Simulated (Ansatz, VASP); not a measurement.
One calculation of TaN, two programs

The input INCAR:

```
PREC = Accurate ; ENCUT = 520
EDIFF = 1E-6 ; ISMEAR = -1
SIGMA = 0.04 ; LREAL = F
LASPH = T ; NELM = 80
ALGO = Normal ; ISIF = 2
LWAVE = F ; LCHARG = T
GGA = PE ; LELF = T
LVHAR = T ; NBANDS = 15
```

The input KPOINTS:

```
Automatic mesh
0
Gamma
  6 6 6
```

POSCAR

```
TaN
1.0
    0.0000000000      2.2113230000      2.2113230000
    2.2113230000      0.0000000000      2.2113230000
    2.2113230000      2.2113230000      0.0000000000
Ta N
1 1
Direct
    0.5000000000      0.5000000000      0.5000000000
    0.0000000000      0.0000000000      0.0000000000
```

The input input.yaml:

```yaml
crystal:
  lattice:
    - [0.0, 2.211323, 2.211323]
    - [2.211323, 0.0, 2.211323]
    - [2.211323, 2.211323, 0.0]
  atoms:
    - { symbol: Ta, position: [0.5, 0.5, 0.5] }
    - { symbol: "N", position: [0.0, 0.0, 0.0] }
kpoints:
  mp_grid: { grid: [6, 6, 6] }
scf:
  occupations: { method: fermi_dirac, width: 0.04 }
hamiltonian:
  xc: pbe
  pseudopotentials: { kind: all_electron, lapw: { basis_error: 0.003 } }
output:
  forces: true
  stress: true
  eigenvalues: true
```

Alike in both runs: task single point; functional PBE; k mesh 6 × 6 × 6; occupations fermi-dirac, width 0.04 eV; no spin polarisation.

|  | VASP | Ansatz |
| --- | --- | --- |
| version | VASP 6.6.1 | Ansatz 0.2.0 |
| potentials or method | VASP PAW PBE potentials, release 64 (Ta_pv, N), cutoff 520 eV | all-electron LAPW, scalar-relativistic |

VASP gave:

* gap on the k mesh at the Fermi level (eV): none
* pressure (GPa): 0.0

Problem. What did Ansatz give for the same quantities?

Solution. gap on the k mesh at the Fermi level (eV): none; pressure (GPa): -0.6.

A gap of «none» marks a metal or a gap that the smearing closes. Ansatz ran all-electron here, and VASP with PAW potentials.

The k mesh is coarse, so the values compare programs but aren't converged. Neither program's run includes spin-orbit coupling. Noted on Ansatz's run: the k mesh is thin for a metal, which can move the energy by tens of meV per atom.
